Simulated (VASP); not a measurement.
A run of VASP 6.6.1:

The input INCAR:

```
PREC = Accurate ; ENCUT = 520
EDIFF = 1E-6 ; ISMEAR = 0
SIGMA = 0.05 ; LREAL = F
LASPH = T ; NELM = 60
ALGO = Normal ; ISIF = 2
LWAVE = F ; LCHARG = F
GGA = PS ; NBANDS = 50
```

KPOINTS

```
regular mesh
0
Gamma
  4 4 4
```

File POSCAR:

```
Rb2TlSbCl6
1.0
    0.0000000000      5.5997709388      5.5997709388
    5.6538258075      0.0000000000      5.5997709388
    5.6538258075      5.5997709388      0.0000000000
Rb Tl Sb Cl
2 1 1 6
Direct
    0.6962419987      0.8037580013      0.8037580013
    0.1962419987      0.3037580013      0.3037580013
    0.5047505404      0.4952494596      0.4952494596
    0.0106215216     -0.0106215216     -0.0106215216
    0.7738980031      0.2261019969      0.2261019969
    0.2602764525      0.2098738433      0.7397235475
    0.2412467200      0.7587532800      0.7587532800
    0.2602764525      0.7397235475      0.2098738433
    0.7901261567      0.2098738433      0.7397235475
    0.7901261567      0.7397235475      0.2098738433
```

Potentials or basis: VASP PAW PBE potentials, release 64 (Rb_sv, Tl_d, Sb, Cl).

The run is started by

```console
$ cat potpaw_PBE.64/Rb_sv/POTCAR potpaw_PBE.64/Tl_d/POTCAR potpaw_PBE.64/Sb/POTCAR potpaw_PBE.64/Cl/POTCAR > POTCAR
$ mpirun -np 1 vasp_std > vasp.out
```

Hardware: 1 thread of Intel Xeon 8259CL, with other jobs on the host.

How long does it take, and how much memory?

It took 8.7 min on 1 thread of Intel Xeon 8259CL, on a shared host, peak memory 0.63 GiB. Counts: scf iterations 15, k points 13.
